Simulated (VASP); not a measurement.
GaP: vibrations by perturbation theory with PBE

GaP:

```
Ga P
1.0
     0.00000    2.75256    2.75256
     2.75256    0.00000    2.75256
     2.75256    2.75256    0.00000
Ga P
1 1
Cartesian
  0.0000 0.0000 0.0000
  1.3763 1.3763 1.3763
```

* Program: VASP 6.6.1
* Task: vibrations by perturbation theory
* Functional: PBE
* Potentials or basis: VASP PAW PBE potentials, release 64 (Ga_d, P)
* Cutoff: 520 eV
* k mesh: 8 × 8 × 8
* Occupations: gaussian, width 0.01 eV
* Spin: no spin polarisation
* Dipole correction: no
* Further INCAR settings: ALGO = Normal; EDIFF = 1e-08; IBRION = 8; NSW = 1

```
Electronic dielectric tensor (diagonal)                 : 11.60
Born charges (mean of the diagonal)                     : Ga +2.27; P -2.27 e
Highest phonon frequency at Γ, LO-TO splitting left out : 344 cm⁻¹
```

Phonon frequencies in cm⁻¹ (negative: imaginary):
```csv
q point,frequencies
"(0.000, 0.000, 0.000)",0 0 0 344 344 344
```

Electronic dielectric tensor:
```
11.60  0.00  0.00
 0.00 11.60  0.00
 0.00  0.00 11.60
```

Born effective charge tensors (e):
atom 1, Ga
```
2.27 0.00 0.00
0.00 2.27 0.00
0.00 0.00 2.27
```
atom 2, P
```
-2.27  0.00  0.00
 0.00 -2.27  0.00
 0.00  0.00 -2.27
```

Wall time 5.7 min on 1 thread of Intel(R) Xeon(R) Platinum 8559C (Emerald Rapids), on a shared host, peak memory 0.28 GiB.
